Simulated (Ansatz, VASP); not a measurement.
# CuF: VASP beside Ansatz

The input INCAR:

```
  PREC = Accurate
  ENCUT = 520
  EDIFF = 1E-6
  ISMEAR = 0
  SIGMA = 0.1
  LREAL = False
  LASPH = True
  NELM = 150
  ALGO = Normal
  ISIF = 2
  LWAVE = False
  LCHARG = True
  ISPIN = 2
  MAGMOM = 1 0
  LORBIT = 11
  LMAXMIX = 4
  GGA = PE
  LELF = True
  LVHAR = True
  NBANDS = 20
```

KPOINTS

```
regular mesh
0
Gamma
  8 8 8
```

POSCAR

```
CuF
1.0
    0.0000000000      2.1918745230      2.3393651451
    2.0607717478      0.0000000000      2.3393651451
    2.0607717478      2.1918745230      0.0000000000
Cu F
1 1
Direct
    0.0000000000      0.0000000000      0.0000000000
    0.5000000000      0.5000000000      0.5000000000
```

Input for Ansatz:

```yaml
crystal:
  lattice:
    - [0.0, 2.191874523, 2.3393651451]
    - [2.0607717478, 0.0, 2.3393651451]
    - [2.0607717478, 2.191874523, 0.0]
  atoms:
    - { symbol: Cu, position: [0.0, 0.0, 0.0], spin: 1.0 }
    - { symbol: F, position: [0.5, 0.5, 0.5] }
basis:
  ecutwfc: 420
kpoints:
  mp_grid: { grid: [8, 8, 8] }
hamiltonian:
  xc: pbe
scf:
  occupations: { method: gaussian, width: 0.1 }
  lower_state_search: "off"
output:
  forces: true
  stress: true
  eigenvalues: true
  populations: true
magnetization:
  spin_polarized: true
```

Alike in both runs: task single point; functional PBE; k mesh 8 × 8 × 8; occupations gaussian, width 0.1 eV; collinear spin.

|  | VASP | Ansatz |
| --- | --- | --- |
| version | VASP 6.6.1 | Ansatz 0.2.0 |
| potentials or method | VASP PAW PBE potentials, release 64 (Cu, F), cutoff 520 eV | scalar-relativistic, plane waves, PAW |
| valence electrons in the cell | 18 | 26 |

VASP gave:

| Item | Value |
| --- | --- |
| gap on the k mesh at the Fermi level (eV) | none |
| pressure (GPa) | 16.6 |
| traceless stress, the component that is largest in VASP (GPa) | -2.53 |
| net moment per atom (μB) | 0.00 |

Problem. Estimate Ansatz's values.

Solution. gap on the k mesh at the Fermi level (eV): none; pressure (GPa): 16.5; traceless stress, the component that is largest in VASP (GPa): -2.23; net moment per atom (μB): 0.00.

A gap of «none» marks a metal or a gap that the smearing closes. VASP's potentials hold 18 valence electrons a cell and Ansatz's 26, so a difference there can come from the potentials and not from the codes. Ansatz's warnings: seeded moment not kept.
